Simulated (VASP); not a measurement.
A run of VASP 6.6.1 is set up as follows.

The input INCAR:

```
PREC = Accurate
ENCUT = 500
EDIFF = 1E-6
ISMEAR = 0
SIGMA = 0.1
LREAL = False
LASPH = True
NELM = 120
ALGO = Normal
ISIF = 2
LWAVE = False
LCHARG = False
GGA = PE
NBANDS = 19
GGA_COMPAT = False
```

Contents of KPOINTS:

```
Automatic mesh
0
Gamma
  10 10 8
```

Contents of POSCAR:

```
SiB2
1.0
    4.1145655769      0.0000000000      0.0000000000
    0.0000000000      4.1145655769      0.0000000000
    0.0000000000      0.0000000000      4.9648693291
Si B
2 4
Direct
    0.5000000000      0.5000000000      0.0000000000
    0.0000000000      0.0000000000      0.5000000000
    0.1360664571      0.3639335429      0.2500000000
    0.8639335429      0.6360664571      0.2500000000
    0.3639335429      0.8639335429      0.7500000000
    0.6360664571      0.1360664571      0.7500000000
```

Potentials or basis: VASP PAW PBE potentials, release 64 (Si, B).

The run is started by

```bash
$ cat potpaw_PBE.64/Si/POTCAR potpaw_PBE.64/B/POTCAR > POTCAR
$ mpirun -np 1 vasp_std > vasp.out
```

Task: Estimate the pressure.

Result: 0.0 GPa.

Task: Estimate the largest force.

Result: 0.011 eV/Å.

Task: Predict the band gap on the k mesh.

Result: Zero (bands 10 and 11 overlap by 1.75 eV).

Forces on the atoms (eV/Å):
```
Si   0.000  0.000  0.000
Si   0.000  0.000  0.000
B    0.008 -0.008  0.000
B   -0.008  0.008  0.000
B   -0.008 -0.008  0.000
B    0.008  0.008  0.000
```
